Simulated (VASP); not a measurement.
Input of a VASP 6.6.1 run:

The input INCAR:

```
PREC     = Accurate       # precision mode
ENCUT    = 520            # plane-wave cutoff, eV
EDIFF    = 1E-7           # SCF threshold, eV
ISMEAR   = 0              # smearing method
SIGMA    = 0.1            # smearing width, eV
LREAL    = F              # projectors in reciprocal space
LASPH    = T              # aspherical terms in the spheres
NELM     = 150            # most SCF steps
ALGO     = Normal         # electronic algorithm
ISIF     = 2              # what is computed and relaxed
LWAVE    = F              # write WAVECAR
LCHARG   = F              # write CHGCAR
ISPIN    = 2              # spin polarisation
MAGMOM   = -4 4 0 0 0     # initial moments
LORBIT   = 11             # projections on sites
LMAXMIX  = 4              # l up to which the mixer works
GGA      = PE             # functional
NBANDS   = 31             # bands
```

Contents of KPOINTS:

```
Automatic mesh
0
Gamma
  6 6 4
```

File POSCAR:

```
Mn2B2S
1.0
    3.7035778905      0.0000000032      0.0000000000
   -1.8517889481      3.2073925365      0.0000000000
    0.0000000000      0.0000000000      4.9578264116
Mn B S
2 2 1
Direct
    0.3333333333      0.6666666667      0.0000000000
    0.6666666667      0.3333333333      0.0000000000
    0.0000000000      0.0000000000      0.1708462139
    0.0000000000      0.0000000000      0.8291537861
    0.6666666667      0.3333333333      0.5000000000
```

Potentials or basis: VASP PAW PBE potentials, release 64 (Mn_pv, B, S).

Run with:

```console
$ cat potpaw_PBE.64/Mn_pv/POTCAR potpaw_PBE.64/B/POTCAR potpaw_PBE.64/S/POTCAR > POTCAR
$ mpirun -np 1 vasp_std > vasp.out
```

(1) Predict the site moments.

(2) Predict the largest force.

(3) Estimate the net moment.

Answers

(1) Mn -1.14, +0.52; B +0.03; S -0.05 μB.

(2) 0.021 eV/Å.

(3) -0.66 μB per cell.
